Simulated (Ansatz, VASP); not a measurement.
# Re2HgBr2 in VASP and in Ansatz

```
Hg Re Br
1.0
     4.30242    4.30242    0.00000
     4.30242   -4.30242    0.00000
     0.00000    0.00000   -4.30242
Hg Re Br
1 2 2
Direct
  0.00000 0.00000 0.00000
  0.25000 0.75000 0.00000
  0.75000 0.25000 0.00000
  0.25000 0.25000 0.50000
  0.75000 0.75000 0.50000
```

Alike in both runs: task single point; functional HSE06; k mesh 2 × 2 × 3; occupations methfessel-paxton of order 1, width 0.1603 eV; collinear spin.

```csv
,VASP,Ansatz
version,VASP 6.6.1,Ansatz 0.2.0
potentials or method,"VASP PAW PBE potentials, release 64 (Hg, Re, Br), cutoff 520 eV",PAW plane waves
valence electrons in the cell,40,64
```

VASP gave:

```
pressure (GPa)                                                : 17.8
traceless stress, the component that is largest in VASP (GPa) : 33.33
rms of the force components (eV/Å)                            : 4.739
net moment per atom (μB)                                      : 0.00
size of the moment on the site where the two differ most (μB) : 4.30
```

**Question.** Estimate Ansatz's values.

**Answer.** Pressure (GPa): 17.8; traceless stress, the component that is largest in VASP (GPa): 33.27; rms of the force components (eV/Å): 4.732; net moment per atom (μB): 0.00; size of the moment on the site where the two differ most (μB): 2.49.

Site moments also hang on the region over which each program counts them. Atom by atom the forces differ by 0.007 eV/Å (rms over components). VASP's potentials hold 40 valence electrons a cell and Ansatz's 64, so a difference there can come from the potentials and not from the codes. Ansatz's warnings: stability check not made, stress exchange threshold loose, stress scf threshold loose.

The k mesh is coarse, so the values compare programs but aren't converged. Spin-orbit coupling is off throughout.
